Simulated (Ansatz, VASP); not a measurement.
**Two plane-wave programs on Cs4In**

```
Cs In
1.0
    -4.19350    4.19350    4.19350
     4.19350   -4.19350    4.19350
     4.19350    4.19350   -4.19350
Cs In
4 1
Direct
  0.34960 0.34960 0.34960
  0.65040 0.00000 0.00000
  0.00000 0.00000 0.65040
  0.00000 0.65040 0.00000
  0.00000 0.00000 0.00000
```

Change from the starting cell: species swapped into the GeF4 type (I-43m, No. 217).

Alike in both runs: task relaxation of cell and atoms; functional PBE; k mesh 4 × 4 × 4; occupations gaussian, width 0.1 eV; no spin polarisation.

|  | VASP | Ansatz |
| --- | --- | --- |
| version | VASP 6.6.1 | Ansatz 0.2.0 |
| potentials or method | VASP PAW PBE potentials, release 64 (Cs_sv, In_d), cutoff 600 eV | scalar-relativistic, plane waves, PAW |
| valence electrons in the cell | 49 | 49 |

VASP gave:

```
gap on the k mesh at the Fermi level, each at its own relaxed structure (eV) : none
relaxed volume (Å³/atom)                                                     : 90.33
relaxed cell length with the largest relative difference (Å)                 : 8.372
```

Q: Estimate Ansatz's values.

A: gap on the k mesh at the Fermi level, each at its own relaxed structure (eV): none; relaxed volume (Å³/atom): 87.18; relaxed cell length with the largest relative difference (Å): 8.273.

A gap of «none» marks a metal or a gap that the smearing closes.

Neither program's run includes spin-orbit coupling. Noted on VASP's run: the volume moved by over 15 % at a fixed basis, so the end points are rough.
